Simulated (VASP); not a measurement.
# CdSeS4 (P-6m2) in VASP: relaxation of cell and atoms with PBE

Aim: the relaxation of cell and atoms of CdSeS4 with PBE.

Everything below comes from runs of VASP 6.6.1. Logs are shortened: lines on timing, memory, paths and dates and some standing lists are left out, and cuts for length are marked.

## (1) The cell of the first run

Symmetry: P-6m2, No. 187, hexagonal system. Conventional cell: a = 4.979 Å, b = 4.979 Å, c = 7.602 Å, α = 90.00°, β = 90.00°, γ = 120.00°. Within 3.8 Å of Cd (site symmetry -6m2) lie 3 Se at 2.87 Å and 3 S at 2.87 Å. Se (site symmetry -6m2) has 3 Cd at 2.87 Å and 3 S at 2.87 Å within 3.8 Å. Within 3.8 Å of S (site symmetry -6m2) lie 3 Se at 2.87 Å and 3 Cd at 2.87 Å. Within 3.0 Å of S (site symmetry mm2) lie 4 S at 2.08 to 2.90 Å.

The cell was generated, and may not be a known phase.

## (2) Relaxation of cell and atoms, PBE

Input file INCAR:

```
SYSTEM = CdSeS4
PREC = Accurate
ENCUT = 600
EDIFF = 1E-6
ISMEAR = 0
SIGMA = 0.1
LREAL = .FALSE.
LASPH = .TRUE.
NELM = 60
ALGO = Normal
ISIF = 3
LWAVE = .FALSE.
LCHARG = .FALSE.
GGA = PE
IBRION = 2
NSW = 100
EDIFFG = -0.01
```

Input file KPOINTS:

```
regular mesh
0
G
  12 12 6
  0 0 0
```

Input file POSCAR:

```
CdSeS4
1.0
    4.9790566127      0.0000000000      0.0000000000
   -2.4895283063      4.3119895135      0.0000000000
    0.0000000000      0.0000000000      7.6021010292
Cd Se S
1 1 4
Direct
    0.3333333333      0.6666666667      0.0000000000
    0.0000000000      0.0000000000      0.0000000000
    0.6666666667      0.3333333333      0.0000000000
    0.9447904368      0.4723952184      0.5000000000
    0.5276047816      0.4723952184      0.5000000000
    0.5276047816      0.0552095632      0.5000000000
```

Potentials or basis: VASP PAW PBE potentials, release 64 (Cd, Se, S).

On the command line:

```bash
$ cat potpaw_PBE.64/Cd/POTCAR potpaw_PBE.64/Se/POTCAR potpaw_PBE.64/S/POTCAR > POTCAR
$ mpirun -np 1 vasp_std > vasp.out
```

OUTCAR:

```text
SYSTEM = CdSeS4
   PREC = Accurate
   ENCUT = 600
   EDIFF = 1E-6
   ISMEAR = 0
   LREAL = .FALSE.
   LASPH = .TRUE.
   NELM = 60
   ISIF = 3
   GGA = PE
   IBRION = 2
   NSW = 100
   EDIFFG = -0.01

 ion  position               nearest neighbor table
   1  0.333  0.667  0.000-   2 2.87   3 2.87   3 2.87   2 2.87   2 2.87   3 2.87
   2  0.000  0.000  0.000-   1 2.87   1 2.87   1 2.87
   3  0.667  0.333  0.000-   1 2.87   1 2.87   1 2.87
   4  0.945  0.472  0.500-   5 2.08   6 2.08
   5  0.528  0.472  0.500-   6 2.08   4 2.08
   6  0.528  0.055  0.500-   5 2.08   4 2.08

  LATTYP: Found a hexagonal cell.
 ALAT       =     4.9790566127
 C/A-ratio  =     1.5268155437

  Lattice vectors:

 A1 = (   4.9790566127,   0.0000000000,   0.0000000000)
 A2 = (  -2.4895283063,   4.3119895135,   0.0000000000)
 A3 = (   0.0000000000,   0.0000000000,   7.6021010292)

Analysis of symmetry for initial positions (statically):
=====================================================================
 Subroutine PRICEL returns:
 Original cell was already a primitive cell.

 Routine SETGRP: Setting up the symmetry group for a
 hexagonal supercell.

 Subroutine GETGRP returns: Found 12 space group operations
 (whereof 12 operations were pure point group operations)
 out of a pool of 24 trial point group operations.

The static configuration has the point symmetry D_3h.

Analysis of symmetry for dynamics (positions and initial velocities):
=====================================================================
 Subroutine PRICEL returns:
 Original cell was already a primitive cell.

 Routine SETGRP: Setting up the symmetry group for a
 hexagonal supercell.

 Subroutine GETGRP returns: Found 12 space group operations
 (whereof 12 operations were pure point group operations)
 out of a pool of 24 trial point group operations.

The dynamic configuration has the point symmetry D_3h.

 Subroutine INISYM returns: Found 12 space group operations
 (whereof 12 operations are pure point group operations),
 and found     1 'primitive' translations

----------------------------------------------------------------------------------------

                                     Primitive cell

  volume of cell :     163.2144

  direct lattice vectors                    reciprocal lattice vectors
     4.979056613  0.000000000  0.000000000     0.200841259  0.115955755  0.000000000
    -2.489528306  4.311989514  0.000000000     0.000000000  0.231911510  0.000000000
     0.000000000  0.000000000  7.602101029     0.000000000  0.000000000  0.131542582

  length of vectors
     4.979056613  4.979056613  7.602101029     0.231911510  0.231911510  0.131542582

  position of ions in fractional coordinates (direct lattice)
     0.333333333  0.666666667  0.000000000
     0.000000000  0.000000000  0.000000000
     0.666666667  0.333333333  0.000000000
     0.944790437  0.472395218  0.500000000
     0.527604782  0.472395218  0.500000000
     0.527604782  0.055209563  0.500000000

  ion indices of the primitive-cell ions
   primitive index   ion index
                 1           1
                 2           2
                 3           3
                 4           4
                 5           5
                 6           6

----------------------------------------------------------------------------------------

 KPOINTS: regular mesh

Automatic generation of k-mesh.
 Grid dimensions read from file:
 generate k-points for:   12   12    6

 Generating k-lattice:

  Cartesian coordinates                     Fractional coordinates (reciprocal lattice)
     0.016736772  0.009662980  0.000000000     0.083333333 -0.000000000  0.000000000
     0.000000000  0.019325959  0.000000000     0.000000000  0.083333333  0.000000000
     0.000000000  0.000000000  0.021923764     0.000000000  0.000000000  0.166666667

  Length of vectors
     0.019325959  0.019325959  0.021923764

  Shift w.r.t. Gamma in fractional coordinates (k-lattice)
     0.000000000  0.000000000  0.000000000

 Subroutine IBZKPT returns following result:
 ===========================================

 Found     76 irreducible k-points:

 Following reciprocal coordinates:
            Coordinates               Weight
  0.000000  0.000000  0.000000      1.000000
  0.083333  0.000000  0.000000      6.000000
  0.166667  0.000000  0.000000      6.000000
  0.250000  0.000000  0.000000      6.000000
  0.333333  0.000000  0.000000      6.000000
  0.416667  0.000000  0.000000      6.000000
[... 16 lines left out ...]
  0.250000  0.000000  0.166667     12.000000
  0.333333  0.000000  0.166667     12.000000
 [... further k-points ...]
   k-points           NKPTS =     76   k-points in BZ     NKDIM =     76   number of bands    NBANDS=     25
   number of dos      NEDOS =    301   number of ions     NIONS =      6
   total plane-waves  NPLWV = 102400
   dimension x,y,z NGX =    40 NGY =   40 NGZ =   64
   dimension x,y,z NGXF=    80 NGYF=   80 NGZF=  128
   ions per type =               1   1   4
   NGX,Y,Z   is equivalent  to a cutoff of  13.36, 13.36, 14.00 a.u.
   NGXF,Y,Z  is equivalent  to a cutoff of  26.71, 26.71, 27.99 a.u.
 SYSTEM =  CdSeS4
   PREC   = accura    normal or accurate (medium, high low for compatibility)
   ISTART =      0    job   : 0-new  1-cont  2-samecut
   ICHARG =      2    charge: 1-file 2-atom 10-const
   ISPIN  =      1    spin polarized calculation?
   LNONCOLLINEAR =      F non collinear calculations
   LSORBIT =      F    spin-orbit coupling
   LASPH  =      T    aspherical Exc in radial PAW
   ENCUT  =  600.0 eV  44.10 Ry    6.64 a.u.   9.94  9.94 15.18*2*pi/ulx,y,z
   NELM   =     60;   NELMIN=  2; NELMDL= -5     # of ELM steps
   EDIFF  = 0.1E-05   stopping-criterion for ELM
   LREAL  =      F    real-space projection
   EDIFFG = -.1E-01   stopping-criterion for IOM
   NSW    =    100    number of steps for IOM
   IBRION =      2    ionic relax: 0-MD 1-quasi-New 2-CG
   NFREE  =      1    steps in history (QN), initial steepest desc. (CG)
   ISIF   =      3    stress and relaxation
   ISYM   =      2    0-nonsym 1-usesym 2-fastsym
   POTIM  = 0.5000    time-step for ionic-motion
   TEBEG  =    0.0;   TEEND  =   0.0 temperature during run
   PSTRESS=    0.0 pullay stress
   NELECT =      42.0000    total number of electrons
   NUPDOWN=      -1.0000    fix difference up-down
   EMIN   =  10.00;   EMAX   =-10.00  energy-range for DOS
   EFERMI =   0.00;   METHOD = LEGACY
   ISMEAR =     0;   SIGMA  =   0.10  broadening in eV -4-tet -1-fermi 0-gaus
   EFERMI_NEDOS =   21; number of points for ismear=-14 and -15
   IALGO  =     38    algorithm
   IMIX   =      4    mixing-type and parameters
     AMIX     =   0.40;   BMIX     =  1.00
     AMIX_MAG =   1.60;   BMIX_MAG =  1.00
  volume/ion in A,a.u.               =      27.20       183.57
  Fermi-wavevector in a.u.,A,eV,Ry     =   1.041290  1.967753 14.752598  1.084285
  Thomas-Fermi vector in A             =   2.175904
   LORBIT       =      0    0 simple, 1 ext, 2 COOP (PROOUT), +10 PAW based schemes
   GGA     = PE    functional components
   LHFCALC =     F    Hartree Fock is set to
   AEXX    =    0.0000 exact exchange contribution
   IVDW    =     0    specifies the selected vdW correction
   LEPSILON=     F    determine dielectric tensor
   LRPA    =     F    only Hartree local field effects (RPA)
 conjugate gradient relaxation of ions
 non-spin polarized calculation
 Gauss-broadening in eV      SIGMA  =   0.10
  energy-cutoff  :      600.00
  volume of cell :      163.21
 maximum number of plane-waves:      5472
 NGX is ok and might be reduce to    40
   NGX = 19   NGY = 19   NGZ = 31

--------------------------------------- Ionic step        1  -------------------------------------------

 number of electron      42.0000000 magnetization

 Free energy of the ion-electron system (eV)
  ---------------------------------------------------
  ext. energy  EPLUGINS =         0.00000000
  ---------------------------------------------------
  free energy    TOTEN  =       -18.03400162 eV

  energy without entropy =      -18.02232686  energy(sigma->0) =      -18.02816424

------------------------ aborting loop because EDIFF is reached ----------------------------------------

  FORCE on cell =-STRESS in cart. coord.  units (eV):
  Direction    XX          YY          ZZ          XY          YZ          ZX
  --------------------------------------------------------------------------------------
  -------------------------------------------------------------------------------------
  Total       -0.2958719     -0.2958719      0.0058408     -0.0000000      0.0000000      0.0000000
  in kB       -2.9043968     -2.9043968      0.0573360     -0.0000000      0.0000000      0.0000000
  external PRESSURE =      -1.9171526 kB  Pullay stress =       0.0000000 kB
[... 145 lines left out ...]
  energy  without entropy=      -18.0262240314  energy(sigma->0) =      -18.03153305

--------------------------------------- Ionic step        5  -------------------------------------------

 number of electron      42.0000000 magnetization

 Free energy of the ion-electron system (eV)
  ---------------------------------------------------
  ext. energy  EPLUGINS =         0.00000000
  ---------------------------------------------------
  free energy    TOTEN  =       -18.03702344 eV

  energy without entropy =      -18.02655165  energy(sigma->0) =      -18.03178755

 E-fermi :   1.9927     XC(G=0):  -8.4318

 val. band max:        1.9774126059   @ k =   0.1667   0.0833   0.0000
 cond. band min:       2.0304857736   @ k =   0.1667   0.0000   0.5000
 fundamental gap:      0.0530731677
 Fermi energy:         1.9927314693

 k-point     1 :       0.0000    0.0000    0.0000
  band No.  band energies     occupation
      1     -16.1830      2.00000
      2     -11.3948      2.00000
      3      -9.4466      2.00000
      4      -9.4466      2.00000
      5      -8.3515      2.00000
      6      -6.4252      2.00000
[... 661 lines left out ...]
     24       3.3826      0.00000
     25       4.9222      0.00000

 [... further k-points ...]
[... 5 lines left out ...]
  --------------------------------------------------------------------------------------
  -------------------------------------------------------------------------------------
  Total        0.0308203      0.0308203      0.0041793      0.0000000      0.0000000      0.0000000
  in kB        0.3017583      0.3017583      0.0409188      0.0000000      0.0000000      0.0000000
  external PRESSURE =       0.2148118 kB  Pullay stress =       0.0000000 kB
[... 21 lines left out ...]
  FREE ENERGIE OF THE ION-ELECTRON SYSTEM (eV)
  ---------------------------------------------------
  free  energy   TOTEN  =       -18.0370234374 eV

  energy  without entropy=      -18.0265516545  energy(sigma->0) =      -18.03178755

 reached required accuracy - stopping structural energy minimisation
```

Wall time 24 min (1 thread of Oxide Virtual Turin-like, shared host); peak memory 0.56 GiB.

Results:

| Property | Result |
| --- | --- |
| Free energy | -18.0370 eV |
| Relaxed volume | 27.27 Å³/atom |
| Relaxed cell | a = 4.985 Å, b = 4.985 Å, c = 7.602 Å, α = 90.00°, β = 90.00°, γ = 120.00° |
| Space group after relaxing (to 0.1 Å) | P-6m2 (No. 187) |
| Energy gained by relaxing | 0.5 meV/atom |
| Ionic steps | 5 |
| Pressure after relaxing | 0.0 GPa |
| Largest force after relaxing | 0.006 eV/Å |
| Band gap on the k mesh | 0.05 eV (least direct gap 0.11 eV) |

Forces in eV/Å, atoms in the order of the input:
```
Cd   0.000  0.000  0.000
Se   0.000  0.000  0.000
S    0.000  0.000  0.000
S   -0.005 -0.003  0.000
S    0.005 -0.003  0.000
S    0.000  0.006  0.000
```

The path:
```
step  energy change (eV)  largest force (eV/Å)  pressure (GPa)  volume (Å³)
   1              0.0000                0.2507           -0.19       163.21
   2              0.0023                0.3043            0.67       162.45
   3             -0.0022                0.0310            0.14       162.89
   4             -0.0028                0.0163            0.08       163.34
   5             -0.0030                0.0063            0.02       163.64
```

Final structure:
```xyz
6
Lattice="4.9855 0.0000 0.0000 -2.4927 4.3175 0.0000 0.0000 0.0000 7.6023" Properties=species:S:1:pos:R:3 pbc="T T T"
Cd    0.0000    2.8784    0.0000
Se    0.0000    0.0000    0.0000
S     2.4927    1.4392    0.0000
S     3.5252    2.0353    3.8012
S     1.4602    2.0353    3.8012
S     2.4927    0.2469    3.8012
```

Levels at points of the mesh, in eV from the valence-band top:
| k point | band 18 | band 19 | band 20 | band 21 | band 22 | band 23 | band 24 | band 25 |
| --- | --- | --- | --- | --- | --- | --- | --- | --- |
| (0.00, 0.00, 0.00) | -1.09 | -1.09 | -0.57 | -0.57 | 0.06 | 0.27 | 3.14 | 3.52 |
| (0.50, 0.00, 0.00) | -1.23 | -0.73 | -0.65 | -0.05 | 0.08 | 0.37 | 1.55 | 2.50 |
| (0.00, 0.00, 0.50) | -1.17 | -1.17 | -0.46 | -0.46 | 0.10 | 0.26 | 3.14 | 3.83 |
| (0.50, 0.00, 0.50) | -1.52 | -0.90 | -0.69 | -0.05 | 0.08 | 0.44 | 1.55 | 2.58 |

A k mesh can miss the band edges.
